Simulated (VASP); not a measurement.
Wanted: the native input for a VASP 6.6.1 run.

| Property | Result |
| --- | --- |
| Task | single point |
| Functional | PBE |
| Potentials or basis | VASP PAW PBE potentials, release 64 (Si, C) |
| Cutoff | 600 eV |
| k mesh | 10 × 10 × 10 |
| Occupations | gaussian, width 0.02 eV |
| Spin | no spin polarisation |
| Dipole correction | no |
| Further INCAR settings | ALGO = Normal; EDIFF = 1e-06; NBANDS = 11 |

The structure of SiC (ae) lies in POSCAR:

```
SiC
1.0
    0.0000000000      2.2115222601      2.2115222601
    2.2115222601      0.0000000000      2.2115222601
    2.2115222601      2.2115222601      0.0000000000
Si C
1 1
Direct
    0.0000000000      0.0000000000      0.0000000000
    0.2500000000      0.2500000000      0.2500000000
```

This cell differs from its parent crystal: volume scaled by 1.03.

These files were run (other wordings do the same):

INCAR

```
SYSTEM = SiC
  ALGO = Normal
  EDIFF = 1E-6
  ENCUT = 600
  GGA = PE
  GGA_COMPAT = .FALSE.
  ISIF = 2
  ISMEAR = 0
  LASPH = .TRUE.
  LCHARG = .FALSE.
  LREAL = .FALSE.
  LWAVE = .FALSE.
  NBANDS = 11
  NELM = 120
  PREC = Accurate
  SIGMA = 0.02
```

KPOINTS

```
k-points
0
G
  10 10 10
  0 0 0
```

Potentials or basis: VASP PAW PBE potentials, release 64 (Si, C).

The run is started by

```sh
$ cat potpaw_PBE.64/Si/POTCAR potpaw_PBE.64/C/POTCAR > POTCAR
$ mpirun -np 1 vasp_std > vasp.out
```

It gave:

| Property | Result |
| --- | --- |
| Pressure | -6.1 GPa |
| Band gap on the k mesh | 1.40 eV, indirect (least direct gap 4.50 eV) |

Run time: 14 s on 1 thread of Intel(R) Xeon(R) Platinum 8259CL CPU @ 2.50GHz (Skylake/Cascade Lake) (shared host), peak memory 0.15 GiB.
